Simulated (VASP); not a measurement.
# MgCd3Se4 (P-4m2) in VASP: further runs, part 2 of 2

VASP 6.6.1. The steps go on from the part before.

### 5 Single point, PBE (volume scaled by 1.06, then relaxed in part)

Contents of INCAR:

```
SYSTEM = MgCd3Se4
PREC     = Accurate       ! precision mode
ENCUT    = 520            ! plane-wave cutoff, eV
EDIFF    = 1E-6           ! SCF threshold, eV
ISMEAR   = 0              ! smearing method
SIGMA    = 0.02           ! smearing width, eV
LREAL    = .False.        ! projectors in reciprocal space
LASPH    = .True.         ! aspherical terms in the spheres
NELM     = 60             ! most SCF steps
ALGO     = Normal         ! electronic algorithm
ISIF     = 2              ! what is computed and relaxed
LWAVE    = .False.        ! write WAVECAR
LCHARG   = .False.        ! write CHGCAR
GGA      = PE             ! functional
NBANDS   = 41             ! bands
```

Contents of KPOINTS:

```
regular mesh
0
Gamma
  6 6 4
  0 0 0
```

Contents of POSCAR:

```
MgCd3Se4
1.0
    4.4378726781      0.0000000000      0.0000000000
    0.0000000000      4.4378726781      0.0000000000
    0.0000000000      0.0000000000     12.4862103810
Mg Cd Se
1 3 4
Direct
    0.5000000000      0.5000000000      0.5000000000
    0.0000000000      0.0000000000      0.7452671700
    0.5000000000      0.5000000000      0.0000000000
    0.0000000000      0.0000000000      0.2547328300
    0.5000000000      0.0000000000      0.1273603699
    0.0000000000      0.5000000000      0.3826276472
    0.5000000000      0.0000000000      0.6173723528
    0.0000000000      0.5000000000      0.8726396301
```

Started as:

```bash
$ cat potpaw_PBE.64/Mg/POTCAR potpaw_PBE.64/Cd/POTCAR potpaw_PBE.64/Se/POTCAR > POTCAR
$ mpirun -np 1 vasp_std > vasp.out
```

It took 3.1 min on 1 thread of Intel Xeon Platinum 8488C (Sapphire Rapids), shared host; peak memory 0.5 GiB.

The run converged. Its results:

```
Free energy            : -23.9082 eV
Pressure               : -2.1 GPa
Largest force          : 0.022 eV/Å
Band gap on the k mesh : 0.77 eV, direct
```

Forces in eV/Å, atoms in the order of the input:
```
Mg   0.000  0.000  0.000
Cd   0.000  0.000 -0.002
Cd   0.000  0.000  0.000
Cd   0.000  0.000  0.002
Se   0.000  0.000 -0.001
Se   0.000  0.000  0.022
Se   0.000  0.000 -0.022
Se   0.000  0.000  0.001
```

Levels at points of the mesh, in eV from the valence-band top:
```csv
k point,band 27,band 28,band 29,band 30,band 31,band 32,band 33,band 34,band 35,band 36
"(0.00, 0.00, 0.00)",-0.71,-0.71,-0.05,0.00,0.00,0.77,3.15,3.37,3.43,3.90
"(0.50, 0.00, 0.00)",-0.61,-0.55,-0.51,-0.48,-0.48,2.35,2.69,3.60,4.23,5.70
"(0.50, 0.50, 0.00)",-1.68,-1.44,-1.40,-1.40,-1.38,3.33,3.33,3.48,3.97,4.68
"(0.00, 0.00, 0.50)",-0.87,-0.39,-0.39,-0.15,-0.15,1.78,2.14,3.59,3.62,3.80
"(0.50, 0.00, 0.50)",-0.99,-0.88,-0.55,-0.48,-0.48,2.92,2.93,3.00,3.91,5.79
"(0.50, 0.50, 0.50)",-1.56,-1.56,-1.55,-1.52,-1.52,3.89,3.90,3.90,4.10,4.10
```

 A k mesh can miss the band edges.

### 6 Single point, PBE (volume scaled by 1.10, then relaxed in part)

Contents of INCAR:

```
SYSTEM = MgCd3Se4
PREC     = Accurate       ! precision mode
ENCUT    = 520            ! plane-wave cutoff, eV
EDIFF    = 1E-6           ! SCF threshold, eV
ISMEAR   = 0              ! smearing method
SIGMA    = 0.02           ! smearing width, eV
LREAL    = .FALSE.        ! projectors in reciprocal space
LASPH    = .TRUE.         ! aspherical terms in the spheres
NELM     = 80             ! most SCF steps
ALGO     = Normal         ! electronic algorithm
ISIF     = 2              ! what is computed and relaxed
LWAVE    = .FALSE.        ! write WAVECAR
LCHARG   = .TRUE.         ! write CHGCAR
GGA      = PE             ! functional
LELF     = .TRUE.         ! ELF
LVHAR    = .TRUE.       
NBANDS   = 41             ! bands
```

Contents of KPOINTS:

```
Automatic mesh
0
G
  6 6 4
  0 0 0
```

Contents of POSCAR:

```
MgCd3Se4
1.0
    4.4901474875      0.0000000000      0.0000000000
    0.0000000000      4.4901474875      0.0000000000
    0.0000000000      0.0000000000     12.6574415783
Mg Cd Se
1 3 4
Direct
    0.5000000000      0.5000000000      0.5000000000
    0.0000000000      0.0000000000      0.7456098474
    0.5000000000      0.5000000000      0.0000000000
    0.0000000000      0.0000000000      0.2543901526
    0.5000000000      0.0000000000      0.1271855202
    0.0000000000      0.5000000000      0.3820953061
    0.5000000000      0.0000000000      0.6179046939
    0.0000000000      0.5000000000      0.8728144798
```

Potentials or basis: VASP PAW PBE potentials, release 64 (Mg, Cd, Se).

Started as:

```bash
$ cat potpaw_PBE.64/Mg/POTCAR potpaw_PBE.64/Cd/POTCAR potpaw_PBE.64/Se/POTCAR > POTCAR
$ mpirun -np 1 vasp_std > vasp.out
```

Wall time 3 min (1 thread of Intel Xeon Platinum 8488C (Sapphire Rapids), shared host); peak memory 0.5 GiB.

The run converged. Its results:

| Item | Value |
| --- | --- |
| Free energy | -23.7486 eV |
| Pressure | -3.3 GPa |
| Largest force | 0.028 eV/Å |
| Band gap on the k mesh | 0.69 eV, direct |

Forces on the atoms (eV/Å):
```
Mg   0.000  0.000  0.000
Cd   0.000  0.000 -0.001
Cd   0.000  0.000  0.000
Cd   0.000  0.000  0.001
Se   0.000  0.000  0.000
Se   0.000  0.000  0.028
Se   0.000  0.000 -0.028
Se   0.000  0.000  0.000
```

Levels at points of the mesh, in eV from the valence-band top:
| k point | band 28 | band 29 | band 30 | band 31 | band 32 | band 33 | band 34 | band 35 |
| --- | --- | --- | --- | --- | --- | --- | --- | --- |
| (0.00, 0.00, 0.00) | -0.66 | -0.04 | 0.00 | 0.00 | 0.69 | 3.04 | 3.25 | 3.44 |
| (0.50, 0.00, 0.00) | -0.51 | -0.49 | -0.45 | -0.45 | 2.28 | 2.61 | 3.47 | 4.11 |
| (0.50, 0.50, 0.00) | -1.35 | -1.31 | -1.31 | -1.30 | 3.38 | 3.38 | 3.42 | 3.88 |
| (0.00, 0.00, 0.50) | -0.36 | -0.36 | -0.14 | -0.14 | 1.68 | 2.03 | 3.59 | 3.63 |
| (0.50, 0.00, 0.50) | -0.82 | -0.51 | -0.45 | -0.45 | 2.83 | 2.83 | 2.90 | 3.81 |
| (0.50, 0.50, 0.50) | -1.46 | -1.46 | -1.43 | -1.43 | 3.79 | 3.92 | 3.92 | 4.00 |

 A k mesh can miss the band edges.

### 7 Overview

```csv
cell,smearing,gap on the mesh (eV),pressure (GPa),largest force (eV/Å)
"a = 4.354, b = 4.354, c = 12.238 Å, 8 atoms",gaussian 0.02 eV,0.92,0.2,0.03
"a = 4.354, b = 4.354, c = 12.243 Å, 8 atoms",gaussian 0.01 eV,0.91,0.2,0.03
"a = 4.396, b = 4.396, c = 12.367 Å, 8 atoms",gaussian 0.02 eV,0.84,-1.1,0.04
"a = 4.438, b = 4.438, c = 12.486 Å, 8 atoms",gaussian 0.02 eV,0.77,-2.1,0.02
"a = 4.490, b = 4.490, c = 12.657 Å, 8 atoms",gaussian 0.02 eV,0.69,-3.3,0.03
```

Alike in all rows: task single point; level PBE; potentials or basis VASP PAW PBE potentials, release 64 (Mg, Cd, Se); no spin polarisation; k mesh 6 × 6 × 4; cutoff (eV) 520.

Absolute energies hang on the potentials; compare differences alone.
